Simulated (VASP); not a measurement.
Write the native input for VASP 6.6.1 that does the following.

```
Task                   : single point
Functional             : PBE
Potentials or basis    : VASP PAW PBE potentials, release 64 (Si, W_sv, C)
Cutoff                 : 520 eV
k mesh                 : 6 × 6 × 4
Occupations            : gaussian, width 0.1 eV
Spin                   : no spin polarisation
Dipole correction      : no
Further INCAR settings : ALGO = Normal; EDIFF = 1e-06; NBANDS = 26
```

The structure of Si3WC2 lies in POSCAR:

```
Si3WC2
1.0
    6.2453451306      0.0000000000      0.0000000000
   -3.1226725653      5.4086275385      0.0000000000
    0.0000000000      0.0000000000      2.5472631393
Si W C
3 1 2
Direct
    0.5000000000      0.0000000000      0.0000000000
    0.0000000000      0.5000000000      0.0000000000
    0.5000000000      0.5000000000      0.0000000000
    0.0000000000      0.0000000000      0.0000000000
    0.3333333333      0.6666666667      0.0000000000
    0.6666666667      0.3333333333      0.0000000000
```

The cell was generated, and may not be a known phase.

These files were run (other wordings do the same):

INCAR

```
SYSTEM = Si3WC2
  PREC = Accurate
  ENCUT = 520
  EDIFF = 1E-6
  ISMEAR = 0
  SIGMA = 0.1
  LREAL = .FALSE.
  LASPH = .TRUE.
  NELM = 60
  ALGO = Normal
  ISIF = 2
  LWAVE = .FALSE.
  LCHARG = .FALSE.
  GGA = PE
  NBANDS = 26
```

KPOINTS

```
regular mesh
0
G
  6 6 4
  0 0 0
```

Potentials or basis: VASP PAW PBE potentials, release 64 (Si, W_sv, C).

Command:

```sh
$ cat potpaw_PBE.64/Si/POTCAR potpaw_PBE.64/W_sv/POTCAR potpaw_PBE.64/C/POTCAR > POTCAR
$ mpirun -np 1 vasp_std > vasp.out
```

Results of the run:

- Pressure: 0.0 GPa
- Band gap on the k mesh: zero (bands 17 and 18 overlap by 1.93 eV)

Caveat: the k points lie up to 0.62 Å⁻¹ apart, too coarse for converged energies and pressures of a metal; spin-orbit coupling is left out, which moves the levels of the heavy elements.

Wall time 43 s on 1 thread of Intel(R) Xeon(R) Platinum 8259CL CPU @ 2.50GHz (Skylake/Cascade Lake) (shared host), peak memory 0.22 GiB.
